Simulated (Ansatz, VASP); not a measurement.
## Two plane-wave programs on AlNi

The input INCAR:

```
ALGO = Fast
EDIFF = 1E-6
ENCUT = 520
GGA = PS
ISIF = 2
ISMEAR = 0
LASPH = True
LCHARG = True
LELF = True
LREAL = False
LVHAR = True
LWAVE = False
NBANDS = 14
NELM = 80
PREC = Accurate
SIGMA = 0.15
```

Contents of KPOINTS:

```
k-points
0
Gamma
  16 16 16
```

File POSCAR:

```
AlNi
1.0
    2.0211996418     -2.0211459310      0.0000000000
    2.0211996418      2.0211459310      0.0000000000
    0.0000000000      0.0000000000      2.8688666946
Al Ni
1 1
Direct
    0.0000000000      0.0000000000     -0.0132456486
    0.5000000000      0.5000000000      0.5060890658
```

Input for Ansatz:

```yaml
crystal:
  lattice:
    - [2.0211996418, -2.021145931, 0.0]
    - [2.0211996418, 2.021145931, 0.0]
    - [0.0, 0.0, 2.8688666946]
  atoms:
    - { symbol: Al, position: [0.0, 0.0, -0.0132456486] }
    - { symbol: Ni, position: [0.5, 0.5, 0.5060890658] }
basis:
  ecutwfc: 520.0
kpoints:
  mp_grid: { grid: [16, 16, 16] }
hamiltonian:
  xc: pbesol
  pseudopotentials: { kind: paw, azcp: { folder: soft_1 } }
scf:
  occupations: { method: gaussian, width: 0.15 }
output:
  forces: true
  stress: true
  eigenvalues: true
```

Change from the starting cell: mode 4 frozen in at +0.000 Å and mode 6 at -0.038 Å (largest displacements).

Alike in both runs: task single point; functional PBEsol; k mesh 16 × 16 × 16; occupations gaussian, width 0.15 eV; no spin polarisation.

|  | VASP | Ansatz |
| --- | --- | --- |
| version | VASP 6.6.1 | Ansatz 0.2.0 |
| potentials or method | VASP PAW PBE potentials, release 64 (Al, Ni), cutoff 520 eV | scalar-relativistic, plane waves, PAW |
| valence electrons in the cell | 13 | 21 |

VASP gave:

| Item | Value |
| --- | --- |
| gap on the k mesh at the Fermi level (eV) | none |
| pressure (GPa) | 0.4 |
| traceless stress, the component that is largest in VASP (GPa) | -0.33 |
| rms of the force components (eV/Å) | 0.201 |

Question: What did Ansatz give for the same quantities?

Answer: gap on the k mesh at the Fermi level (eV): none; pressure (GPa): 0.2; traceless stress, the component that is largest in VASP (GPa): -0.32; rms of the force components (eV/Å): 0.199.

VASP's potentials were made for PBE, not for PBEsol, and Ansatz warns of the same on its side. Atom by atom the forces differ by 0.002 eV/Å (rms over components). A gap of «none» marks a metal or a gap that the smearing closes. VASP's potentials hold 13 valence electrons a cell and Ansatz's 21, so a difference there can come from the potentials and not from the codes. Ansatz's warnings: near symmetry operations not taken.
